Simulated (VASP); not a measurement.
# Cr (Fd-3m) in VASP: notebook

The runs below take Cr through single point, with PBE.

Program: VASP 6.6.1. These are calculated values, not measurements. Logs are shortened: lines on timing, memory, paths and dates and some standing lists are left out, and cuts for length are marked.

## Step 1: The cell of the first run

It takes space group Fd-3m (No. 227, cubic). Conventional cell: a = 5.100 Å, b = 5.100 Å, c = 5.100 Å, α = 90.00°, β = 90.00°, γ = 90.00°. Within 2.9 Å of Cr (site symmetry -43m) lie 4 Cr at 2.21 Å.

## Step 2: Single point, PBE

File INCAR:

```
SYSTEM = Cr
PREC = Accurate
ENCUT = 520
EDIFF = 1E-7
ISMEAR = -1
SIGMA = 0.1
LREAL = .FALSE.
LASPH = .TRUE.
NELM = 60
ALGO = Normal
ISIF = 2
LWAVE = .FALSE.
LCHARG = .FALSE.
GGA = PE
NBANDS = 19
```

File KPOINTS:

```
regular mesh
0
G
  6 6 6
  0 0 0
```

File POSCAR:

```
Cr
1.0
    0.0000000000      2.5499081917      2.5499081917
    2.5499081917      0.0000000000      2.5499081917
    2.5499081917      2.5499081917      0.0000000000
Cr
2
Direct
    0.1250000000      0.1250000000      0.1250000000
    0.8750000000      0.8750000000      0.8750000000
```

Potentials or basis: VASP PAW PBE potentials, release 64 (Cr_pv).

The run is started by

```bash
$ cat potpaw_PBE.64/Cr_pv/POTCAR > POTCAR
$ mpirun -np 1 vasp_std > vasp.out
```

OUTCAR:

```text
SYSTEM = Cr
   PREC = Accurate
   ENCUT = 520
   EDIFF = 1E-7
   ISMEAR = -1
   LREAL = .FALSE.
   LASPH = .TRUE.
   NELM = 60
   ISIF = 2
   GGA = PE

 ion  position               nearest neighbor table
   1  0.125  0.125  0.125-   2 2.21   2 2.21   2 2.21   2 2.21
   2  0.875  0.875  0.875-   1 2.21   1 2.21   1 2.21   1 2.21

  LATTYP: Found a face centered cubic cell.
 ALAT       =     5.0998163834

  Lattice vectors:

 A1 = (   0.0000000000,   2.5499081917,   2.5499081917)
 A2 = (   2.5499081917,   0.0000000000,   2.5499081917)
 A3 = (   2.5499081917,   2.5499081917,   0.0000000000)

Analysis of symmetry for initial positions (statically):
=====================================================================
 Subroutine PRICEL returns:
 Original cell was already a primitive cell.

 Routine SETGRP: Setting up the symmetry group for a
 face centered cubic supercell.

 Subroutine GETGRP returns: Found 48 space group operations
 (whereof 12 operations were pure point group operations)
 out of a pool of 48 trial point group operations.

The static configuration has the point symmetry D_3d.
 The point group associated with its full space group is O_h .

Analysis of symmetry for dynamics (positions and initial velocities):
=====================================================================
 Subroutine PRICEL returns:
 Original cell was already a primitive cell.

 Routine SETGRP: Setting up the symmetry group for a
 face centered cubic supercell.

 Subroutine GETGRP returns: Found 48 space group operations
 (whereof 12 operations were pure point group operations)
 out of a pool of 48 trial point group operations.

The dynamic configuration has the point symmetry D_3d.
 The point group associated with its full space group is O_h .

 Subroutine INISYM returns: Found 48 space group operations
 (whereof 12 operations are pure point group operations),
 and found     1 'primitive' translations

----------------------------------------------------------------------------------------

                                     Primitive cell

  volume of cell :      33.1592

  direct lattice vectors                    reciprocal lattice vectors
     0.000000000  2.549908192  2.549908192    -0.196085491  0.196085491  0.196085491
     2.549908192  0.000000000  2.549908192     0.196085491 -0.196085491  0.196085491
     2.549908192  2.549908192  0.000000000     0.196085491  0.196085491 -0.196085491

  length of vectors
     3.606114748  3.606114748  3.606114748     0.339630033  0.339630033  0.339630033

  position of ions in fractional coordinates (direct lattice)
     0.125000000  0.125000000  0.125000000
     0.875000000  0.875000000  0.875000000

  ion indices of the primitive-cell ions
   primitive index   ion index
                 1           1
                 2           2

----------------------------------------------------------------------------------------

 KPOINTS: regular mesh

Automatic generation of k-mesh.
 Grid dimensions read from file:
 generate k-points for:    6    6    6

 Generating k-lattice:

  Cartesian coordinates                     Fractional coordinates (reciprocal lattice)
    -0.032680915  0.032680915  0.032680915     0.166666667  0.000000000  0.000000000
     0.032680915 -0.032680915  0.032680915     0.000000000  0.166666667  0.000000000
     0.032680915  0.032680915 -0.032680915     0.000000000  0.000000000  0.166666667

  Length of vectors
     0.056605006  0.056605006  0.056605006

  Shift w.r.t. Gamma in fractional coordinates (k-lattice)
     0.000000000  0.000000000  0.000000000

 Subroutine IBZKPT returns following result:
 ===========================================

 Found     16 irreducible k-points:

 Following reciprocal coordinates:
            Coordinates               Weight
  0.000000  0.000000  0.000000      1.000000
  0.166667  0.000000  0.000000      8.000000
  0.333333  0.000000  0.000000      8.000000
  0.500000  0.000000  0.000000      4.000000
  0.166667  0.166667  0.000000      6.000000
  0.333333  0.166667  0.000000     24.000000
[... 8 lines left out ...]
 -0.333333  0.333333  0.166667     24.000000
 -0.333333  0.500000  0.166667     12.000000
   k-points           NKPTS =     16   k-points in BZ     NKDIM =     16   number of bands    NBANDS=     19
   number of dos      NEDOS =    301   number of ions     NIONS =      2
   total plane-waves  NPLWV =  21952
   dimension x,y,z NGX =    28 NGY =   28 NGZ =   28
   dimension x,y,z NGXF=    56 NGYF=   56 NGZF=   56
   ions per type =               2
   NGX,Y,Z   is equivalent  to a cutoff of  12.91, 12.91, 12.91 a.u.
   NGXF,Y,Z  is equivalent  to a cutoff of  25.82, 25.82, 25.82 a.u.
 SYSTEM =  Cr
   PREC   = accura    normal or accurate (medium, high low for compatibility)
   ISTART =      0    job   : 0-new  1-cont  2-samecut
   ICHARG =      2    charge: 1-file 2-atom 10-const
   ISPIN  =      1    spin polarized calculation?
   LNONCOLLINEAR =      F non collinear calculations
   LSORBIT =      F    spin-orbit coupling
   LASPH  =      T    aspherical Exc in radial PAW
   ENCUT  =  520.0 eV  38.22 Ry    6.18 a.u.   6.70  6.70  6.70*2*pi/ulx,y,z
   NELM   =     60;   NELMIN=  2; NELMDL= -5     # of ELM steps
   EDIFF  = 0.1E-06   stopping-criterion for ELM
   LREAL  =      F    real-space projection
   EDIFFG = 0.1E-05   stopping-criterion for IOM
   NSW    =      0    number of steps for IOM
   IBRION =     -1    ionic relax: 0-MD 1-quasi-New 2-CG
   NFREE  =      0    steps in history (QN), initial steepest desc. (CG)
   ISIF   =      2    stress and relaxation
   ISYM   =      2    0-nonsym 1-usesym 2-fastsym
   POTIM  = 0.5000    time-step for ionic-motion
   TEBEG  =    0.0;   TEEND  =   0.0 temperature during run
   PSTRESS=    0.0 pullay stress
   NELECT =      24.0000    total number of electrons
   NUPDOWN=      -1.0000    fix difference up-down
   EMIN   =  10.00;   EMAX   =-10.00  energy-range for DOS
   EFERMI =   0.00;   METHOD = LEGACY
   ISMEAR =    -1;   SIGMA  =   0.10  broadening in eV -4-tet -1-fermi 0-gaus
   EFERMI_NEDOS =   21; number of points for ismear=-14 and -15
   IALGO  =     38    algorithm
   IMIX   =      4    mixing-type and parameters
     AMIX     =   0.40;   BMIX     =  1.00
     AMIX_MAG =   1.60;   BMIX_MAG =  1.00
  volume/ion in A,a.u.               =      16.58       111.88
  Fermi-wavevector in a.u.,A,eV,Ry     =   1.469865  2.777642 29.395419  2.160502
  Thomas-Fermi vector in A             =   2.585191
   LORBIT       =      0    0 simple, 1 ext, 2 COOP (PROOUT), +10 PAW based schemes
   GGA     = PE    functional components
   LHFCALC =     F    Hartree Fock is set to
   AEXX    =    0.0000 exact exchange contribution
   IVDW    =     0    specifies the selected vdW correction
   LEPSILON=     F    determine dielectric tensor
   LRPA    =     F    only Hartree local field effects (RPA)
 non-spin polarized calculation
  energy-cutoff  :      520.00
  volume of cell :       33.16
 maximum number of plane-waves:       911
   NGX = 13   NGY = 13   NGZ = 13

 number of electron      24.0000011 magnetization

 Free energy of the ion-electron system (eV)
  ---------------------------------------------------
  ext. energy  EPLUGINS =         0.00000000
  ---------------------------------------------------
  free energy    TOTEN  =       -14.79503060 eV

  energy without entropy =      -14.66400186  energy(sigma->0) =      -14.72951623

 E-fermi :   6.2399     XC(G=0): -11.3100

 val. band max:        6.2331799131   @ k =   0.5000   0.3333   0.0000
 cond. band min:       6.3790826199   @ k =   0.5000   0.3333   0.1667
 fundamental gap:      0.1459027068
 Fermi energy:         6.2398721369

 k-point     1 :       0.0000    0.0000    0.0000
  band No.  band energies     occupation
      1     -36.4059      2.00000
      2     -36.4059      2.00000
      3     -36.4059      2.00000
      4     -35.6103      2.00000
      5     -35.6103      2.00000
      6     -35.6103      2.00000
[... 11 lines left out ...]
     18      14.6114      0.00000
     19      14.6124      0.00000

 k-point     2 :       0.1667    0.0000    0.0000
  band No.  band energies     occupation
      1     -36.4320      2.00000
      2     -36.4320      2.00000
      3     -36.4070      2.00000
      4     -35.6148      2.00000
      5     -35.5838      2.00000
      6     -35.5838      2.00000
[... 11 lines left out ...]
     18      14.6110      0.00000
     19      14.6122      0.00000

 k-point     3 :       0.3333    0.0000    0.0000
  band No.  band energies     occupation
      1     -36.4797      2.00000
      2     -36.4797      2.00000
      3     -36.4112      2.00000
      4     -35.6215      2.00000
      5     -35.5353      2.00000
      6     -35.5353      2.00000
[... 11 lines left out ...]
     18      12.1804      0.00000
     19      14.6124      0.00000

 k-point     4 :       0.5000    0.0000    0.0000
  band No.  band energies     occupation
      1     -36.5018      2.00000
      2     -36.5018      2.00000
      3     -36.4143      2.00000
      4     -35.6237      2.00000
      5     -35.5128      2.00000
      6     -35.5128      2.00000
[... 11 lines left out ...]
     18      10.2463      0.00000
     19      14.6117      0.00000

 k-point     5 :       0.1667    0.1667    0.0000
  band No.  band energies     occupation
      1     -36.4621      2.00000
      2     -36.4621      2.00000
      3     -36.3552      2.00000
      4     -35.6682      2.00000
      5     -35.5537      2.00000
      6     -35.5537      2.00000
[... 11 lines left out ...]
     18      14.6112      0.00000
     19      14.6123      0.00000
[... 158 lines left out ...]
      2     -36.5994      2.00000
      3     -36.0221      2.00000
      4     -36.0221      2.00000
      5     -35.4150      2.00000
      6     -35.4150      2.00000
[... 11 lines left out ...]
     18      10.3197      0.00000
     19      11.8258      0.00000

 k-point    14 :       0.5000    0.3333    0.1667
  band No.  band energies     occupation
      1     -36.5855      2.00000
      2     -36.5407      2.00000
      3     -36.2278      2.00000
      4     -35.8032      2.00000
      5     -35.4751      2.00000
      6     -35.4364      2.00000
[... 11 lines left out ...]
     18      12.2988      0.00000
     19      12.5006      0.00000

 k-point    15 :      -0.3333    0.3333    0.1667
  band No.  band energies     occupation
      1     -36.6102      2.00000
      2     -36.5626      2.00000
      3     -36.1691      2.00000
      4     -35.8611      2.00000
      5     -35.4540      2.00000
      6     -35.4148      2.00000
[... 11 lines left out ...]
     18      10.0842      0.00000
     19      12.5585      0.00000

 k-point    16 :      -0.3333    0.5000    0.1667
  band No.  band energies     occupation
      1     -36.6023      2.00000
      2     -36.6023      2.00000
      3     -36.0171      2.00000
      4     -36.0171      2.00000
      5     -35.4171      2.00000
      6     -35.4171      2.00000
[... 11 lines left out ...]
     18      10.3657      0.00000
     19      11.0372      0.00000

------------------------ aborting loop because EDIFF is reached ----------------------------------------

  FORCE on cell =-STRESS in cart. coord.  units (eV):
  Direction    XX          YY          ZZ          XY          YZ          ZX
  --------------------------------------------------------------------------------------
  -------------------------------------------------------------------------------------
  Total        0.0203499      0.0203499      0.0203499      0.0000000      0.0000000     -0.0000000
  in kB        0.9832625      0.9832625      0.9832625      0.0000000      0.0000000     -0.0000000
  external PRESSURE =       0.9832625 kB  Pullay stress =       0.0000000 kB

 VOLUME and BASIS-vectors are now :
 -----------------------------------------------------------------------------
  energy-cutoff  :      520.00
  volume of cell :       33.16
      direct lattice vectors                 reciprocal lattice vectors
     0.000000000  2.549908192  2.549908192    -0.196085491  0.196085491  0.196085491
     2.549908192  0.000000000  2.549908192     0.196085491 -0.196085491  0.196085491
     2.549908192  2.549908192  0.000000000     0.196085491  0.196085491 -0.196085491

 POSITION                                       TOTAL-FORCE (eV/Angst)
 -----------------------------------------------------------------------------------
      0.63748      0.63748      0.63748        -0.000000      0.000000     -0.000000
      4.46234      4.46234      4.46234         0.000000     -0.000000      0.000000
 -----------------------------------------------------------------------------------
    total drift:                                0.000000     -0.000000     -0.000000

  FREE ENERGIE OF THE ION-ELECTRON SYSTEM (eV)
  ---------------------------------------------------
  free  energy   TOTEN  =       -14.7950305994 eV

  energy  without entropy=      -14.6640018595  energy(sigma->0) =      -14.72951623
```

Run time: 8.2 s. Hardware: 1 thread of Intel Xeon Platinum 8488C (Sapphire Rapids), shared host; peak memory 0.15 GiB.

What came out:

| Property | Result |
| --- | --- |
| Free energy | -14.7950 eV |
| Pressure | 0.1 GPa |
| Band gap on the k mesh | zero (band 12 reaches 6.47 eV, above the bottom of band 13 at 5.99 eV) |

Levels at points of the mesh, in eV from the Fermi level:
| k point | band 10 | band 11 | band 12 | band 13 | band 14 | band 15 |
| --- | --- | --- | --- | --- | --- | --- |
| (0.00, 0.00, 0.00) | -1.04 | -1.04 | -1.04 | 1.08 | 1.08 | 1.08 |
| (0.50, 0.00, 0.00) | -1.41 | -1.06 | -1.06 | -0.02 | 1.82 | 1.82 |
| (0.50, 0.50, 0.00) | -0.97 | -0.09 | -0.09 | 0.77 | 0.77 | 2.99 |

Caveat: the run has no spin polarisation, though such a crystal can be magnetic. Spin polarisation is off, so any magnetic state and its effect on volume and gap are missing.

## Step 3: Single point, PBE, collinear spin, antiferromagnetic start

This run uses another cell than the first one, of 19.65 Å³/atom, 1.185 times its volume.

File INCAR:

```
  PREC = Accurate
  ENCUT = 520
  EDIFF = 1E-7
  ISMEAR = -1
  SIGMA = 0.1
  LREAL = F
  LASPH = T
  NELM = 150
  ALGO = Normal
  ISIF = 2
  LWAVE = F
  LCHARG = F
  ISPIN = 2
  MAGMOM = 2.598 -2.598
  LORBIT = 11
  LMAXMIX = 4
  GGA = PE
  NBANDS = 23
```

File KPOINTS:

```
Automatic mesh
0
Gamma
  5 5 5
```

File POSCAR:

```
Cr
1.0
    0.0000000000      2.6985143257      2.6985143257
    2.6985143257      0.0000000000      2.6985143257
    2.6985143257      2.6985143257      0.0000000000
Cr
2
Direct
    0.1250000000      0.1250000000      0.1250000000
    0.8750000000      0.8750000000      0.8750000000
```

Potentials or basis: VASP PAW PBE potentials, release 64 (Cr_pv).

The run is started by

```bash
$ cat potpaw_PBE.64/Cr_pv/POTCAR > POTCAR
$ mpirun -np 1 vasp_std > vasp.out
```

Run time: 56 s. Hardware: 1 thread of Intel Xeon 6975P-C, shared host; peak memory 0.17 GiB.

The run converged, but its numbers aren't listed here, since they failed a check.

Caveat: the k points lie up to 0.40 Å⁻¹ apart; the mesh shows a gap though the element is a metal.

## Step 4: Single point, PBE, collinear spin, antiferromagnetic start

This run uses another cell than the first one, of 16.53 Å³/atom, 0.997 times its volume.

File INCAR:

```
SYSTEM = Cr
PREC = Accurate
ENCUT = 520
EDIFF = 1E-6
ISMEAR = -1
SIGMA = 0.1
LREAL = .False.
LASPH = .True.
NELM = 150
ALGO = Normal
ISIF = 2
LWAVE = .False.
LCHARG = .False.
ISPIN = 2
MAGMOM = 2.026 -2.026
LORBIT = 11
LMAXMIX = 4
GGA = PE
NBANDS = 23
```

File KPOINTS:

```
regular mesh
0
Gamma
  6 6 6
  0 0 0
```

File POSCAR:

```
Cr
1.0
    0.0000000000      2.5475862057      2.5475862057
    2.5475862057      0.0000000000      2.5475862057
    2.5475862057      2.5475862057      0.0000000000
Cr
2
Direct
    0.1250000000      0.1250000000      0.1250000000
    0.8750000000      0.8750000000      0.8750000000
```

The run is started by

```bash
$ cat potpaw_PBE.64/Cr_pv/POTCAR > POTCAR
$ mpirun -np 1 vasp_std > vasp.out
```

It took 28 s on 1 thread of Intel Xeon 6975P-C, shared host; peak memory 0.17 GiB.

It converged, with:

| Property | Result |
| --- | --- |
| Free energy | -15.0717 eV |
| Pressure | 9.8 GPa |
| Band gap on the k mesh | zero (filled and empty bands overlap) |
| Net moment | 0.00 μB per cell |
| Site moments | Cr +2.25, -2.25 μB |
| Valence electrons inside the program's atomic spheres | Cr 11.12 |

Levels at points of the mesh, in eV from the Fermi level:
Spin up:
| k point | band 10 | band 11 | band 12 | band 13 | band 14 | band 15 |
| --- | --- | --- | --- | --- | --- | --- |
| (0.00, 0.00, 0.00) | -1.28 | -1.28 | -1.28 | 1.43 | 1.43 | 1.43 |
| (0.50, 0.00, 0.00) | -1.64 | -1.20 | -1.20 | -0.15 | 2.11 | 2.11 |
| (0.50, 0.50, 0.00) | -1.12 | -0.31 | -0.15 | 0.14 | 1.90 | 3.38 |
Spin down:
```csv
k point,band 10,band 11,band 12,band 13,band 14,band 15
"(0.00, 0.00, 0.00)",-1.28,-1.28,-1.28,1.43,1.43,1.43
"(0.50, 0.00, 0.00)",-1.64,-1.20,-1.20,-0.15,2.11,2.11
"(0.50, 0.50, 0.00)",-1.12,-0.31,-0.15,0.14,1.90,3.38
```

## Step 5: Single point, PBE, collinear spin, ferromagnetic start

This run uses another cell than the first one, of 16.53 Å³/atom, 0.997 times its volume.

File INCAR:

```
SYSTEM = Cr
PREC     = Accurate       ! precision mode
ENCUT    = 520            ! plane-wave cutoff, eV
EDIFF    = 1E-6           ! SCF threshold, eV
ISMEAR   = -1             ! smearing method
SIGMA    = 0.05           ! smearing width, eV
LREAL    = .False.        ! projectors in reciprocal space
LASPH    = .True.         ! aspherical terms in the spheres
NELM     = 150            ! most SCF steps
ALGO     = Normal         ! electronic algorithm
ISIF     = 2              ! what is computed and relaxed
LWAVE    = .False.        ! write WAVECAR
LCHARG   = .False.        ! write CHGCAR
ISPIN    = 2              ! spin polarisation
MAGMOM   = 1.5 1.5        ! initial moments
LORBIT   = 11             ! projections on sites
LMAXMIX  = 4              ! l up to which the mixer works
GGA      = PE             ! functional
NBANDS   = 23             ! bands
```

File KPOINTS:

```
regular mesh
0
Gamma
  11 11 11
  0 0 0
```

File POSCAR:

```
Cr
1.0
    0.0000000000      2.5475861931      2.5475861931
    2.5475861931      0.0000000000      2.5475861931
    2.5475861931      2.5475861931      0.0000000000
Cr
2
Direct
    0.1250000000      0.1250000000      0.1250000000
    0.8750000000      0.8750000000      0.8750000000
```

The run is started by

```bash
$ cat potpaw_PBE.64/Cr_pv/POTCAR > POTCAR
$ mpirun -np 1 vasp_std > vasp.out
```

It took 75 s on 1 thread of Intel Xeon 6975P-C, shared host; peak memory 0.21 GiB.

Results (log left out):

```yaml
Free_energy: -14.7357 eV
Pressure: 0.2 GPa
Band_gap_on_the_k_mesh: zero (filled and empty bands overlap)
Net_moment: 0.00 μB per cell
Valence_electrons_inside_the_program's_atomic_spheres: Cr 11.13
```

Levels at points of the mesh, in eV from the Fermi level:
Spin up:
| k point | band 8 | band 9 | band 10 | band 11 | band 12 | band 13 | band 14 | band 15 | band 16 | band 17 |
| --- | --- | --- | --- | --- | --- | --- | --- | --- | --- | --- |
| (0.00, 0.00, 0.00) | -1.52 | -1.52 | -1.05 | -1.05 | -1.05 | 1.07 | 1.07 | 1.07 | 3.13 | 3.13 |
Spin down:
```
           k point  band 8  band 9  band 10  band 11  band 12  band 13  band 14  band 15  band 16  band 17
(0.00, 0.00, 0.00)   -1.52   -1.52    -1.05    -1.05    -1.05     1.07     1.07     1.07     3.13     3.13
```

Caveat: the starting moments collapsed, and a magnetic state may lie lower.
